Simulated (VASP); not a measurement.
SrCl2:

```
CELL_PARAMETERS angstrom
2.08574 1.20420 6.13505
-2.08574 1.20420 6.13505
0.00000 -2.40841 6.13505
ATOMIC_POSITIONS crystal
Sr 0.00020 0.00020 0.00020
Cl 0.42277 0.42277 0.42277
Cl 0.24369 0.24369 0.24369
```

Base run:

* Program: VASP 6.6.1
* Functional: r2SCAN
* Potentials or basis: VASP PAW PBE potentials, release 64 (Sr_sv, Cl)
* Cutoff: 520 eV
* k mesh: 6 × 6 × 6
* Occupations: gaussian, width 0.01 eV
* Spin: no spin polarisation

Its results: band gap on the k mesh 4.88 eV, direct; pressure 0.7 GPa; largest force 0.008 eV/Å.

**Question.** The run is repeated on the same cell with these changes: functional from r2SCAN to PBE. What comes out?

**Answer.** Band gap on the k mesh 4.35 eV, direct; pressure 1.3 GPa; largest force 0.004 eV/Å.

r2SCAN gives the wider gap, since meta-GGAs in the generalised Kohn-Sham scheme recover part of the derivative discontinuity.

Caveats: the PAW data sets were made with another functional, which shifts forces and pressure a little (some runs).

A k mesh can miss the band edges.
